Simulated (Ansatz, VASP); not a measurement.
## Te in VASP and in Ansatz

```
Te
1.0
     4.42411    0.00000    0.00000
    -2.21205    3.83139    0.00000
     0.00000    0.00000    5.88424
Te
3
Cartesian
  1.6170 2.8007 0.0000
  -0.5950 1.0306 3.9228
  1.1901 0.0000 1.9614
```

Change from the starting cell: volume scaled by 0.98.

Alike in both runs: task single point; functional PBEsol; k mesh 7 × 7 × 5; occupations fermi-dirac, width 0.05 eV; no spin polarisation.

|  | VASP | Ansatz |
| --- | --- | --- |
| version | VASP 6.6.1 | Ansatz 0.2.0 |
| potentials or method | VASP PAW PBE potentials, release 64 (Te), cutoff 520 eV | all-electron LAPW, scalar-relativistic |

VASP gave:

* gap on the k mesh at the Fermi level (eV): 0.58
* least direct gap on the mesh (eV): 0.77
* pressure (GPa): 0.1
* traceless stress, the component that is largest in VASP (GPa): 0.51
* rms of the force components (eV/Å): 0.136

Question: Which values does Ansatz return?

Answer: gap on the k mesh at the Fermi level (eV): 0.59; least direct gap on the mesh (eV): 0.79; pressure (GPa): 0.1; traceless stress, the component that is largest in VASP (GPa): 0.46; rms of the force components (eV/Å): 0.119.

VASP's potentials were made for PBE, not for PBEsol. Atom by atom the forces differ by 0.017 eV/Å (rms over components). Ansatz ran all-electron here, and VASP with PAW potentials.

Spin-orbit coupling is off throughout.
